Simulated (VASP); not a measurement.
Here is a VASP 6.6.1 calculation.

File INCAR:

```
SYSTEM = Ru2Se
PREC = Accurate
ENCUT = 600
EDIFF = 1E-6
ISMEAR = 0
SIGMA = 0.1
LREAL = .False.
LASPH = .True.
NELM = 100
ALGO = Normal
ISIF = 3
LWAVE = .False.
LCHARG = .False.
GGA = PE
IBRION = 2
NSW = 100
EDIFFG = -0.01
```

File KPOINTS:

```
regular mesh
0
Gamma
  12 12 16
  0 0 0
```

File POSCAR:

```
Ru2Se
1.0
    4.2831555296      0.0000000000      0.0000000000
   -2.1415777648      3.7093214970      0.0000000000
    0.0000000000      0.0000000000      2.9788497202
Ru Se
2 1
Direct
    0.3333333333      0.6666666667      0.5000000000
    0.6666666667      0.3333333333      0.5000000000
    0.0000000000      0.0000000000      0.0000000000
```

Potentials or basis: VASP PAW PBE potentials, release 64 (Ru_pv, Se).

The run is started by

```bash
$ cat potpaw_PBE.64/Ru_pv/POTCAR potpaw_PBE.64/Se/POTCAR > POTCAR
$ mpirun -np 1 vasp_std > vasp.out
```

(1) What does it give for the relaxed cell?

(2) Predict the band gap on the k mesh.

(3) Estimate the space group after relaxing (to 0.1 Å).

(4) Estimate the relaxed volume.

## Answers

(1) a = 4.281 Å, b = 4.281 Å, c = 2.972 Å, α = 90.00°, β = 90.00°, γ = 120.00°.

(2) zero (bands 17 and 18 overlap by 1.24 eV).

(3) P6/mmm (No. 191).

(4) 15.72 Å³/atom.
